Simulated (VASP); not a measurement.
# AlBN (P4/mmm) in VASP: relaxation of cell and atoms with PBE

Aim: the relaxation of cell and atoms of AlBN with PBE.

Everything below comes from runs of VASP 6.6.1. Logs are shortened: lines on timing, memory, paths and dates and some standing lists are left out, and cuts for length are marked.

## Step 1: The cell of the first run

The structure is tetragonal, space group P4/mmm (No. 123). Conventional cell: a = 2.801 Å, b = 2.801 Å, c = 4.337 Å, α = 90.00°, β = 90.00°, γ = 90.00°. Al (site symmetry 4/mmm) has 4 B at 1.98 Å within 2.6 Å. B (site symmetry 4/mmm) has 4 Al at 1.98 Å and 2 N at 2.17 Å within 2.6 Å. Within 3.0 Å of N (site symmetry 4/mmm) lie 2 B at 2.17 Å and 4 N at 2.80 Å and 8 Al at 2.94 Å.

The cell was built from a structure type or drawn by symmetry, and may not be a known phase.

## Step 2: Relaxation of cell and atoms, PBE

Input file INCAR:

```
ALGO = Normal
EDIFF = 1E-7
EDIFFG = -0.04
ENCUT = 910
GGA = PE
GGA_COMPAT = F
IBRION = 2
ISIF = 3
ISMEAR = 0
LASPH = T
LCHARG = F
LREAL = F
LWAVE = F
NELM = 120
NELMIN = 4
NSW = 90
PREC = Accurate
SIGMA = 0.1
```

Input file KPOINTS:

```
k-points
0
Gamma
  6 6 4
```

Input file POSCAR:

```
AlBN
1.0
    2.8010117500      0.0000000000      0.0000000000
    0.0000000000      2.8010117500      0.0000000000
    0.0000000000      0.0000000000      4.3372985600
Al B N
1 1 1
Direct
    0.0000000000      0.0000000000      0.0000000000
    0.5000000000      0.5000000000      0.0000000000
    0.5000000000      0.5000000000      0.5000000000
```

Potentials or basis: VASP PAW PBE potentials, release 64 (Al, B_h, N_h).

Run with:

```sh
cat potpaw_PBE.64/Al/POTCAR potpaw_PBE.64/B_h/POTCAR potpaw_PBE.64/N_h/POTCAR > POTCAR
mpirun -np 1 vasp_std > vasp.out
```

OUTCAR:

```text
EDIFF = 1E-7
   EDIFFG = -0.04
   ENCUT = 910
   GGA = PE
   IBRION = 2
   ISIF = 3
   ISMEAR = 0
   LASPH = T
   LREAL = F
   NELM = 120
   NELMIN = 4
   NSW = 90
   PREC = Accurate

 ion  position               nearest neighbor table
   1  0.000  0.000  0.000-   2 1.98   2 1.98   2 1.98   2 1.98
   2  0.500  0.500  0.000-   1 1.98   1 1.98   1 1.98   1 1.98
   3  0.500  0.500  0.500-

  LATTYP: Found a simple tetragonal cell.
 ALAT       =     2.8010117500
 C/A-ratio  =     1.5484756749

  Lattice vectors:

 A1 = (   2.8010117500,   0.0000000000,   0.0000000000)
 A2 = (   0.0000000000,   2.8010117500,   0.0000000000)
 A3 = (   0.0000000000,   0.0000000000,   4.3372985600)

Analysis of symmetry for initial positions (statically):
=====================================================================
 Subroutine PRICEL returns:
 Original cell was already a primitive cell.

 Routine SETGRP: Setting up the symmetry group for a
 simple tetragonal supercell.

 Subroutine GETGRP returns: Found 16 space group operations
 (whereof 16 operations were pure point group operations)
 out of a pool of 16 trial point group operations.

The static configuration has the point symmetry D_4h.

Analysis of symmetry for dynamics (positions and initial velocities):
=====================================================================
 Subroutine PRICEL returns:
 Original cell was already a primitive cell.

 Routine SETGRP: Setting up the symmetry group for a
 simple tetragonal supercell.

 Subroutine GETGRP returns: Found 16 space group operations
 (whereof 16 operations were pure point group operations)
 out of a pool of 16 trial point group operations.

The dynamic configuration has the point symmetry D_4h.

 Subroutine INISYM returns: Found 16 space group operations
 (whereof 16 operations are pure point group operations),
 and found     1 'primitive' translations

----------------------------------------------------------------------------------------

                                     Primitive cell

  volume of cell :      34.0290

  direct lattice vectors                    reciprocal lattice vectors
     2.801011750  0.000000000  0.000000000     0.357013854  0.000000000  0.000000000
     0.000000000  2.801011750  0.000000000     0.000000000  0.357013854  0.000000000
     0.000000000  0.000000000  4.337298560     0.000000000  0.000000000  0.230558258

  length of vectors
     2.801011750  2.801011750  4.337298560     0.357013854  0.357013854  0.230558258

  position of ions in fractional coordinates (direct lattice)
     0.000000000  0.000000000  0.000000000
     0.500000000  0.500000000  0.000000000
     0.500000000  0.500000000  0.500000000

  ion indices of the primitive-cell ions
   primitive index   ion index
                 1           1
                 2           2
                 3           3

----------------------------------------------------------------------------------------

 KPOINTS: k-points

Automatic generation of k-mesh.
 Grid dimensions read from file:
 generate k-points for:    6    6    4

 Generating k-lattice:

  Cartesian coordinates                     Fractional coordinates (reciprocal lattice)
     0.059502309  0.000000000  0.000000000     0.166666667  0.000000000  0.000000000
     0.000000000  0.059502309  0.000000000     0.000000000  0.166666667  0.000000000
     0.000000000  0.000000000  0.057639564     0.000000000  0.000000000  0.250000000

  Length of vectors
     0.059502309  0.059502309  0.057639564

  Shift w.r.t. Gamma in fractional coordinates (k-lattice)
     0.000000000  0.000000000  0.000000000

 Subroutine IBZKPT returns following result:
 ===========================================

 Found     30 irreducible k-points:

 Following reciprocal coordinates:
            Coordinates               Weight
  0.000000  0.000000  0.000000      1.000000
  0.166667  0.000000  0.000000      4.000000
  0.333333  0.000000  0.000000      4.000000
  0.500000  0.000000  0.000000      2.000000
  0.166667  0.166667  0.000000      4.000000
  0.333333  0.166667  0.000000      8.000000
[... 16 lines left out ...]
  0.333333  0.000000  0.500000      4.000000
  0.500000  0.000000  0.500000      2.000000
 [... further k-points ...]
   k-points           NKPTS =     30   k-points in BZ     NKDIM =     30   number of bands    NBANDS=      9
   number of dos      NEDOS =    301   number of ions     NIONS =      3
   total plane-waves  NPLWV =  37632
   dimension x,y,z NGX =    28 NGY =   28 NGZ =   48
   dimension x,y,z NGXF=    56 NGYF=   56 NGZF=   96
   ions per type =               1   1   1
   NGX,Y,Z   is equivalent  to a cutoff of  16.62, 16.62, 18.40 a.u.
   NGXF,Y,Z  is equivalent  to a cutoff of  33.24, 33.24, 36.80 a.u.
 SYSTEM =  unknown system
   PREC   = accura    normal or accurate (medium, high low for compatibility)
   ISTART =      0    job   : 0-new  1-cont  2-samecut
   ICHARG =      2    charge: 1-file 2-atom 10-const
   ISPIN  =      1    spin polarized calculation?
   LNONCOLLINEAR =      F non collinear calculations
   LSORBIT =      F    spin-orbit coupling
   LASPH  =      T    aspherical Exc in radial PAW
   ENCUT  =  910.0 eV  66.88 Ry    8.18 a.u.   6.89  6.89 10.67*2*pi/ulx,y,z
   NELM   =    120;   NELMIN=  4; NELMDL= -5     # of ELM steps
   EDIFF  = 0.1E-06   stopping-criterion for ELM
   LREAL  =      F    real-space projection
   EDIFFG = -.4E-01   stopping-criterion for IOM
   NSW    =     90    number of steps for IOM
   IBRION =      2    ionic relax: 0-MD 1-quasi-New 2-CG
   NFREE  =      1    steps in history (QN), initial steepest desc. (CG)
   ISIF   =      3    stress and relaxation
   ISYM   =      2    0-nonsym 1-usesym 2-fastsym
   POTIM  = 0.5000    time-step for ionic-motion
   TEBEG  =    0.0;   TEEND  =   0.0 temperature during run
   PSTRESS=    0.0 pullay stress
   NELECT =      11.0000    total number of electrons
   NUPDOWN=      -1.0000    fix difference up-down
   EMIN   =  10.00;   EMAX   =-10.00  energy-range for DOS
   EFERMI =   0.00;   METHOD = LEGACY
   ISMEAR =     0;   SIGMA  =   0.10  broadening in eV -4-tet -1-fermi 0-gaus
   EFERMI_NEDOS =   21; number of points for ismear=-14 and -15
   IALGO  =     38    algorithm
   IMIX   =      4    mixing-type and parameters
     AMIX     =   0.40;   BMIX     =  1.00
     AMIX_MAG =   1.60;   BMIX_MAG =  1.00
  volume/ion in A,a.u.               =      11.34        76.55
  Fermi-wavevector in a.u.,A,eV,Ry     =   1.123542  2.123187 17.175270  1.262347
  Thomas-Fermi vector in A             =   2.260209
   LORBIT       =      0    0 simple, 1 ext, 2 COOP (PROOUT), +10 PAW based schemes
   GGA     = PE    functional components
   LHFCALC =     F    Hartree Fock is set to
   AEXX    =    0.0000 exact exchange contribution
   IVDW    =     0    specifies the selected vdW correction
   LEPSILON=     F    determine dielectric tensor
   LRPA    =     F    only Hartree local field effects (RPA)
 conjugate gradient relaxation of ions
 non-spin polarized calculation
 Gauss-broadening in eV      SIGMA  =   0.10
  energy-cutoff  :      910.00
  volume of cell :       34.03
 maximum number of plane-waves:      2149
 NGX is ok and might be reduce to    28
   NGX = 13   NGY = 13   NGZ = 21

--------------------------------------- Ionic step        1  -------------------------------------------

 number of electron      11.0000000 magnetization

 Free energy of the ion-electron system (eV)
  ---------------------------------------------------
  ext. energy  EPLUGINS =         0.00000000
  ---------------------------------------------------
  free energy    TOTEN  =       -12.83392978 eV

  energy without entropy =      -12.82635678  energy(sigma->0) =      -12.83014328

------------------------ aborting loop because EDIFF is reached ----------------------------------------

  FORCE on cell =-STRESS in cart. coord.  units (eV):
  Direction    XX          YY          ZZ          XY          YZ          ZX
  --------------------------------------------------------------------------------------
  -------------------------------------------------------------------------------------
  Total        7.0003285      7.0003285     -8.6447219      0.0000000      0.0000000     -0.0000000
  in kB      329.5943978    329.5943978   -407.0168861      0.0000000      0.0000000     -0.0000000
  external PRESSURE =      84.0573032 kB  Pullay stress =       0.0000000 kB
[... 92 lines left out ...]
  FREE ENERGIE OF THE ION-ELECTRON SYSTEM (eV)
  ---------------------------------------------------
  free  energy   TOTEN  =       -15.7993828300 eV

  energy  without entropy=      -15.7910041013  energy(sigma->0) =      -15.79519347

[... ionic steps 4 to 8 ...]

--------------------------------------- Ionic step        9  -------------------------------------------

 number of electron      11.0000000 magnetization

------------------------ aborting loop because EDIFF is reached ----------------------------------------

  FORCE on cell =-STRESS in cart. coord.  units (eV):
  Direction    XX          YY          ZZ          XY          YZ          ZX
  --------------------------------------------------------------------------------------
  -------------------------------------------------------------------------------------
  Total        0.9030914      0.9030914      3.1207445      0.0000000     -0.0000000     -0.0000000
  in kB       40.2340366     40.2340366    139.0337162      0.0000000     -0.0000000     -0.0000000
  external PRESSURE =      73.1672632 kB  Pullay stress =       0.0000000 kB
[... 22 lines left out ...]
  energy  without entropy=      -17.4993096309  energy(sigma->0) =      -17.50130627

--------------------------------------- Ionic step       10  -------------------------------------------

 number of electron      11.0000000 magnetization

 E-fermi :   5.7181     XC(G=0):  -9.7506

 val. band max:        5.6886670813   @ k =   0.1667   0.0000   0.5000
 cond. band min:       5.7803932311   @ k =   0.3333   0.1667   0.5000
 fundamental gap:      0.0917261499
 Fermi energy:         5.7181146199

 k-point     1 :       0.0000    0.0000    0.0000
  band No.  band energies     occupation
      1     -12.5501      2.00000
      2      -3.6267      2.00000
      3      -0.5577      2.00000
      4      -0.5577      2.00000
      5      -0.5007      2.00000
      6       8.6779      0.00000
      7       9.4336      0.00000
      8       9.5024      0.00000
      9       9.5024      0.00000
[... 265 lines left out ...]
 k-point    24 :       0.5000    0.0000    0.5000
  band No.  band energies     occupation
      1     -11.7197      2.00000
      2      -5.5469      2.00000
      3       1.0038      2.00000
      4       1.9422      2.00000
      5       2.6286      2.00000
      6       6.1941      0.00000
      7       6.3757      0.00000
      8       7.8683      0.00000
      9      10.6870      0.00000

 [... further k-points ...]

------------------------ aborting loop because EDIFF is reached ----------------------------------------

  FORCE on cell =-STRESS in cart. coord.  units (eV):
  Direction    XX          YY          ZZ          XY          YZ          ZX
  --------------------------------------------------------------------------------------
  -------------------------------------------------------------------------------------
  Total       -1.6968244     -1.6968244     -5.0777729      0.0000000      0.0000000     -0.0000000
  in kB      -66.8780233    -66.8780233   -200.1335053      0.0000000      0.0000000     -0.0000000
  external PRESSURE =    -111.2965173 kB  Pullay stress =       0.0000000 kB
[... 22 lines left out ...]
  energy  without entropy=      -17.4203382371  energy(sigma->0) =      -17.42276718

--------------------------------------- Ionic step       11  -------------------------------------------

 number of electron      11.0000000 magnetization

 Free energy of the ion-electron system (eV)
  ---------------------------------------------------
  ext. energy  EPLUGINS =         0.00000000
  ---------------------------------------------------
  free energy    TOTEN  =       -17.53728820 eV

  energy without entropy =      -17.53290932  energy(sigma->0) =      -17.53509876

 E-fermi :   6.5066     XC(G=0): -10.0569

 val. band max:        6.4266767340   @ k =   0.3333   0.0000   0.0000
 cond. band min:       6.5238925891   @ k =   0.5000   0.5000   0.5000
 fundamental gap:      0.0972158552
 Fermi energy:         6.5066416183

 k-point     1 :       0.0000    0.0000    0.0000
  band No.  band energies     occupation
      1     -12.2349      2.00000
      2      -3.2283      2.00000
      3      -0.2242      2.00000
      4      -0.2242      2.00000
      5       0.1416      2.00000
      6       9.2368      0.00000
      7      10.5487      0.00000
      8      10.5487      0.00000
      9      10.6788      0.00000
[... 265 lines left out ...]
 k-point    24 :       0.5000    0.0000    0.5000
  band No.  band energies     occupation
      1     -11.3333      2.00000
      2      -5.0980      2.00000
      3       1.3754      2.00000
      4       2.5141      2.00000
      5       3.1598      2.00000
      6       6.9132      0.00000
      7       7.2404      0.00000
      8       8.7358      0.00000
      9      12.1015      0.00000

 [... further k-points ...]

------------------------ aborting loop because EDIFF is reached ----------------------------------------

  FORCE on cell =-STRESS in cart. coord.  units (eV):
  Direction    XX          YY          ZZ          XY          YZ          ZX
  --------------------------------------------------------------------------------------
  -------------------------------------------------------------------------------------
  Total       -0.0769461     -0.0769461      0.0251592      0.0000000      0.0000000     -0.0000000
  in kB       -3.2804998     -3.2804998      1.0726327      0.0000000      0.0000000     -0.0000000
  external PRESSURE =      -1.8294556 kB  Pullay stress =       0.0000000 kB
[... 18 lines left out ...]
  FREE ENERGIE OF THE ION-ELECTRON SYSTEM (eV)
  ---------------------------------------------------
  free  energy   TOTEN  =       -17.5372882002 eV

  energy  without entropy=      -17.5329093181  energy(sigma->0) =      -17.53509876

 reached required accuracy - stopping structural energy minimisation
```

Run time: 2.6 min. Hardware: 1 thread of AMD EPYC 7R13 (Zen 3), shared host; peak memory 0.18 GiB.

What came out:

```
Free energy                           : -17.5373 eV
Relaxed volume                        : 12.53 Å³/atom
Relaxed cell                          : a = 3.737 Å, b = 3.737 Å, c = 2.690 Å, α = 90.00°, β = 90.00°, γ = 90.00°
Space group after relaxing (to 0.1 Å) : P4/mmm (No. 123)
Pressure after relaxing               : -0.2 GPa
Band gap on the k mesh                : zero (an odd number of electrons rules out a gap without spin polarisation)
```

Stress tensor (GPa, compression positive):
```
-0.33  0.00  0.00
 0.00 -0.33  0.00
 0.00  0.00  0.11
```

Final structure:
```
CELL_PARAMETERS angstrom
3.73745 0.00000 0.00000
0.00000 3.73745 0.00000
0.00000 0.00000 2.69033
ATOMIC_POSITIONS crystal
Al 0.00000 0.00000 0.00000
B 0.50000 0.50000 0.00000
N 0.50000 0.50000 0.50000
```

Caveat: the k points lie up to 0.58 Å⁻¹ apart in the final cell, too coarse for converged energies and pressures of a metal; the cutoff is under 1.25 times the usual one of these potentials, so pressure, stress and relaxed cells hold a basis-set (Pulay) error; a cell axis changed by over 15 % at a fixed basis, so the end point is rough.
